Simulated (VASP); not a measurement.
# B3Ir (I4/mmm) in VASP: single point with PBE

Aim: the single point of B3Ir with PBE.

Program: VASP 6.6.1. These are calculated values, not measurements. Logs are shortened: lines on timing, memory, paths and dates and some standing lists are left out, and cuts for length are marked.

## 1. The cell of the first run

The structure is tetragonal, space group I4/mmm (No. 139). The conventional cell has a = 3.220 Å, b = 3.220 Å, c = 6.503 Å, α = 90.00°, β = 90.00°, γ = 90.00°. B (site symmetry 4/mmm) has 4 Ir at 2.28 Å and 8 B at 2.29 Å within 3.0 Å. Within 3.0 Å of B (site symmetry -4m2) lie 8 B at 2.28 to 2.29 Å and 4 Ir at 2.29 Å. Within 3.0 Å of Ir (site symmetry 4/mmm) lie 12 B at 2.28 to 2.29 Å.

## 2. Single point, PBE

Contents of INCAR:

```
PREC = Accurate
ENCUT = 520
EDIFF = 1E-6
ISMEAR = 0
SIGMA = 0.1
LREAL = False
LASPH = True
NELM = 100
ALGO = Normal
ISIF = 2
LWAVE = False
LCHARG = False
GGA = PE
NBANDS = 17
```

Contents of KPOINTS:

```
regular mesh
0
Gamma
  20 20 20
```

Contents of POSCAR:

```
B3Ir
1.0
   -1.6102419072      1.6102419072      3.2514057993
    1.6102419072     -1.6102419072      3.2514057993
    1.6102419072      1.6102419072     -3.2514057993
B Ir
3 1
Direct
    0.5000000000      0.5000000000      0.0000000000
    0.2500000000      0.7500000000      0.5000000000
    0.7500000000      0.2500000000      0.5000000000
    0.0000000000      0.0000000000      0.0000000000
```

Potentials or basis: VASP PAW PBE potentials, release 64 (B, Ir).

On the command line:

```
cat potpaw_PBE.64/B/POTCAR potpaw_PBE.64/Ir/POTCAR > POTCAR
mpirun -np 1 vasp_std > vasp.out
```

OUTCAR:

```text
PREC = Accurate
   ENCUT = 520
   EDIFF = 1E-6
   ISMEAR = 0
   LREAL = False
   LASPH = True
   NELM = 100
   ISIF = 2
   GGA = PE

 ion  position               nearest neighbor table
   1  0.500  0.500  0.000-   4 2.28   4 2.28   4 2.28   4 2.28
   2  0.250  0.750  0.500-   4 2.29   4 2.29   4 2.29   4 2.29
   3  0.750  0.250  0.500-   4 2.29   4 2.29   4 2.29   4 2.29
   4  0.000  0.000  0.000-   1 2.28   1 2.28   1 2.28   1 2.28   3 2.29   2 2.29   3 2.29   2 2.29
                             3 2.29   3 2.29   2 2.29   2 2.29

  LATTYP: Found a body centered tetragonal cell.
 ALAT       =     3.2204838144
 C/A-ratio  =     2.0192033164

  Lattice vectors:

 A1 = (  -1.6102419072,   1.6102419072,   3.2514057993)
 A2 = (   1.6102419072,  -1.6102419072,   3.2514057993)
 A3 = (   1.6102419072,   1.6102419072,  -3.2514057993)

Analysis of symmetry for initial positions (statically):
=====================================================================
 Subroutine PRICEL returns:
 Original cell was already a primitive cell.

 Routine SETGRP: Setting up the symmetry group for a
 body centered tetragonal supercell.

 Subroutine GETGRP returns: Found 16 space group operations
 (whereof 16 operations were pure point group operations)
 out of a pool of 16 trial point group operations.

The static configuration has the point symmetry D_4h.

Analysis of symmetry for dynamics (positions and initial velocities):
=====================================================================
 Subroutine PRICEL returns:
 Original cell was already a primitive cell.

 Routine SETGRP: Setting up the symmetry group for a
 body centered tetragonal supercell.

 Subroutine GETGRP returns: Found 16 space group operations
 (whereof 16 operations were pure point group operations)
 out of a pool of 16 trial point group operations.

The dynamic configuration has the point symmetry D_4h.

 Subroutine INISYM returns: Found 16 space group operations
 (whereof 16 operations are pure point group operations),
 and found     1 'primitive' translations

----------------------------------------------------------------------------------------

                                     Primitive cell

  volume of cell :      33.7220

  direct lattice vectors                    reciprocal lattice vectors
    -1.610241907  1.610241907  3.251405799     0.000000000  0.310512351  0.153779636
     1.610241907 -1.610241907  3.251405799     0.310512351  0.000000000  0.153779636
     1.610241907  1.610241907 -3.251405799     0.310512351  0.310512351  0.000000000

  length of vectors
     3.969558876  3.969558876  3.969558876     0.346505550  0.346505550  0.439130778

  position of ions in fractional coordinates (direct lattice)
     0.500000000  0.500000000  0.000000000
     0.250000000  0.750000000  0.500000000
     0.750000000  0.250000000  0.500000000
     0.000000000  0.000000000  0.000000000

  ion indices of the primitive-cell ions
   primitive index   ion index
                 1           1
                 2           2
                 3           3
                 4           4

----------------------------------------------------------------------------------------

 KPOINTS: regular mesh

Automatic generation of k-mesh.
 Grid dimensions read from file:
 generate k-points for:   20   20   20

 Generating k-lattice:

  Cartesian coordinates                     Fractional coordinates (reciprocal lattice)
     0.000000000  0.015525618  0.007688982     0.050000000  0.000000000 -0.000000000
     0.015525618  0.000000000  0.007688982     0.000000000  0.050000000 -0.000000000
     0.015525618  0.015525618  0.000000000     0.000000000  0.000000000  0.050000000

  Length of vectors
     0.017325278  0.017325278  0.021956539

  Shift w.r.t. Gamma in fractional coordinates (k-lattice)
     0.000000000  0.000000000  0.000000000

 Subroutine IBZKPT returns following result:
 ===========================================

 Found    641 irreducible k-points:

 Following reciprocal coordinates:
            Coordinates               Weight
  0.000000  0.000000  0.000000      1.000000
  0.050000  0.000000  0.000000      8.000000
  0.100000  0.000000  0.000000      8.000000
  0.150000  0.000000  0.000000      8.000000
  0.200000  0.000000  0.000000      8.000000
  0.250000  0.000000  0.000000      8.000000
[... 16 lines left out ...]
 -0.400000  0.050000  0.000000     16.000000
 -0.350000  0.050000  0.000000     16.000000
 [... further k-points ...]
   k-points           NKPTS =    641   k-points in BZ     NKDIM =    641   number of bands    NBANDS=     17
   number of dos      NEDOS =    301   number of ions     NIONS =      4
   total plane-waves  NPLWV =  27000
   dimension x,y,z NGX =    30 NGY =   30 NGZ =   30
   dimension x,y,z NGXF=    60 NGYF=   60 NGZF=   60
   ions per type =               3   1
   NGX,Y,Z   is equivalent  to a cutoff of  12.56, 12.56, 12.56 a.u.
   NGXF,Y,Z  is equivalent  to a cutoff of  25.13, 25.13, 25.13 a.u.
 SYSTEM =  unknown system
   PREC   = accura    normal or accurate (medium, high low for compatibility)
   ISTART =      0    job   : 0-new  1-cont  2-samecut
   ICHARG =      2    charge: 1-file 2-atom 10-const
   ISPIN  =      1    spin polarized calculation?
   LNONCOLLINEAR =      F non collinear calculations
   LSORBIT =      F    spin-orbit coupling
   LASPH  =      T    aspherical Exc in radial PAW
   ENCUT  =  520.0 eV  38.22 Ry    6.18 a.u.   7.38  7.38  7.38*2*pi/ulx,y,z
   NELM   =    100;   NELMIN=  2; NELMDL= -5     # of ELM steps
   EDIFF  = 0.1E-05   stopping-criterion for ELM
   LREAL  =      F    real-space projection
   EDIFFG = 0.1E-04   stopping-criterion for IOM
   NSW    =      0    number of steps for IOM
   IBRION =     -1    ionic relax: 0-MD 1-quasi-New 2-CG
   NFREE  =      0    steps in history (QN), initial steepest desc. (CG)
   ISIF   =      2    stress and relaxation
   ISYM   =      2    0-nonsym 1-usesym 2-fastsym
   POTIM  = 0.5000    time-step for ionic-motion
   TEBEG  =    0.0;   TEEND  =   0.0 temperature during run
   PSTRESS=    0.0 pullay stress
   NELECT =      18.0000    total number of electrons
   NUPDOWN=      -1.0000    fix difference up-down
   EMIN   =  10.00;   EMAX   =-10.00  energy-range for DOS
   EFERMI =   0.00;   METHOD = LEGACY
   ISMEAR =     0;   SIGMA  =   0.10  broadening in eV -4-tet -1-fermi 0-gaus
   EFERMI_NEDOS =   21; number of points for ismear=-14 and -15
   IALGO  =     38    algorithm
   IMIX   =      4    mixing-type and parameters
     AMIX     =   0.40;   BMIX     =  1.00
     AMIX_MAG =   1.60;   BMIX_MAG =  1.00
  volume/ion in A,a.u.               =       8.43        56.89
  Fermi-wavevector in a.u.,A,eV,Ry     =   1.327989  2.509536 23.994625  1.763555
  Thomas-Fermi vector in A             =   2.457260
   LORBIT       =      0    0 simple, 1 ext, 2 COOP (PROOUT), +10 PAW based schemes
   GGA     = PE    functional components
   LHFCALC =     F    Hartree Fock is set to
   AEXX    =    0.0000 exact exchange contribution
   IVDW    =     0    specifies the selected vdW correction
   LEPSILON=     F    determine dielectric tensor
   LRPA    =     F    only Hartree local field effects (RPA)
 non-spin polarized calculation
 Gauss-broadening in eV      SIGMA  =   0.10
  energy-cutoff  :      520.00
  volume of cell :       33.72
 maximum number of plane-waves:       924
 NGX is ok and might be reduce to    30
   NGX = 15   NGY = 15   NGZ = 15

 number of electron      17.9999999 magnetization

 Free energy of the ion-electron system (eV)
  ---------------------------------------------------
  ext. energy  EPLUGINS =         0.00000000
  ---------------------------------------------------
  free energy    TOTEN  =       -25.40695456 eV

  energy without entropy =      -25.40471927  energy(sigma->0) =      -25.40583692

 E-fermi :  10.5857     XC(G=0): -13.1624

 val. band max:       10.5664039092   @ k =  -0.1000   0.1000   0.0000
 cond. band min:      10.5915727746   @ k =  -0.3000   0.3000   0.0500
 fundamental gap:      0.0251688654
 Fermi energy:        10.5856555809

 k-point     1 :       0.0000    0.0000    0.0000
  band No.  band energies     occupation
      1      -5.7422      2.00000
      2       2.7936      2.00000
      3       3.1754      2.00000
      4       3.2801      2.00000
      5       3.2801      2.00000
      6       5.0726      2.00000
[... 9 lines left out ...]
     16      16.7294      0.00000
     17      17.3989      0.00000

 k-point     2 :       0.0500    0.0000    0.0000
  band No.  band energies     occupation
      1      -5.6967      2.00000
      2       2.7891      2.00000
      3       3.0406      2.00000
      4       3.2234      2.00000
      5       3.3090      2.00000
      6       5.2578      2.00000
[... 9 lines left out ...]
     16      16.6586      0.00000
     17      17.5694      0.00000

 k-point     3 :       0.1000    0.0000    0.0000
  band No.  band energies     occupation
      1      -5.5609      2.00000
      2       2.5780      2.00000
      3       2.7726      2.00000
      4       3.2769      2.00000
      5       3.3929      2.00000
      6       5.6397      2.00000
[... 9 lines left out ...]
     16      16.4705      0.00000
     17      17.8041      0.00000

 k-point     4 :       0.1500    0.0000    0.0000
  band No.  band energies     occupation
      1      -5.3370      2.00000
      2       2.0522      2.00000
      3       2.6810      2.00000
      4       3.4090      2.00000
      5       3.5208      2.00000
      6       5.6057      2.00000
[... 9 lines left out ...]
     16      16.4954      0.00000
     17      17.9484      0.00000
[... 343 lines left out ...]
      1      -2.6090      2.00000
      2      -0.9732      2.00000
      3       1.3427      2.00000
      4       3.2254      2.00000
      5       4.8269      2.00000
      6       5.3037      2.00000
[... 9 lines left out ...]
     16      17.6046      0.00000
     17      19.2563      0.00000

 k-point    23 :      -0.4000    0.0500    0.0000
  band No.  band energies     occupation
      1      -3.1784      2.00000
      2      -0.4409      2.00000
      3       1.5530      2.00000
      4       3.3257      2.00000
      5       4.6012      2.00000
      6       5.1733      2.00000
[... 9 lines left out ...]
     16      17.1166      0.00000
     17      19.1424      0.00000

 k-point    24 :      -0.3500    0.0500    0.0000
  band No.  band energies     occupation
      1      -3.7320      2.00000
      2       0.0803      2.00000
      3       1.8347      2.00000
      4       3.4639      2.00000
      5       4.3665      2.00000
      6       4.9167      2.00000
[... 9 lines left out ...]
     16      17.0712      0.00000
     17      18.9415      0.00000

 [... further k-points ...]
[... 5 lines left out ...]
  --------------------------------------------------------------------------------------
  -------------------------------------------------------------------------------------
  Total        0.2065167      0.2065167      0.1699150      0.0000000      0.0000000      0.0000000
  in kB        9.8118814      9.8118814      8.0728857      0.0000000      0.0000000      0.0000000
  external PRESSURE =       9.2322162 kB  Pullay stress =       0.0000000 kB

 VOLUME and BASIS-vectors are now :
 -----------------------------------------------------------------------------
  energy-cutoff  :      520.00
  volume of cell :       33.72
      direct lattice vectors                 reciprocal lattice vectors
    -1.610241907  1.610241907  3.251405799     0.000000000  0.310512351  0.153779636
     1.610241907 -1.610241907  3.251405799     0.310512351  0.000000000  0.153779636
     1.610241907  1.610241907 -3.251405799     0.310512351  0.310512351  0.000000000

 POSITION                                       TOTAL-FORCE (eV/Angst)
 -----------------------------------------------------------------------------------
      0.00000      0.00000      3.25141         0.000000      0.000000     -0.000000
      1.61024     -0.00000      1.62570         0.000000     -0.000000      0.000000
     -0.00000      1.61024      1.62570        -0.000000      0.000000     -0.000000
      0.00000      0.00000      0.00000         0.000000      0.000000     -0.000000
 -----------------------------------------------------------------------------------
    total drift:                               -0.000000      0.000000      0.000000

  FREE ENERGIE OF THE ION-ELECTRON SYSTEM (eV)
  ---------------------------------------------------
  free  energy   TOTEN  =       -25.4069545646 eV

  energy  without entropy=      -25.4047192671  energy(sigma->0) =      -25.40583692
```

Wall time 6.2 min (1 thread of Intel Xeon Platinum 8488C (Sapphire Rapids), shared host); peak memory 0.46 GiB.

What came out:

```
Free energy            : -25.4070 eV
Pressure               : 0.9 GPa
Band gap on the k mesh : zero (band 9 reaches 10.83 eV, above the bottom of band 10 at 9.94 eV)
```

Stress tensor (GPa, compression positive):
```
0.98 0.00 0.00
0.00 0.98 0.00
0.00 0.00 0.81
```

Caveat: spin-orbit coupling is left out, which moves the levels of the heavy elements.
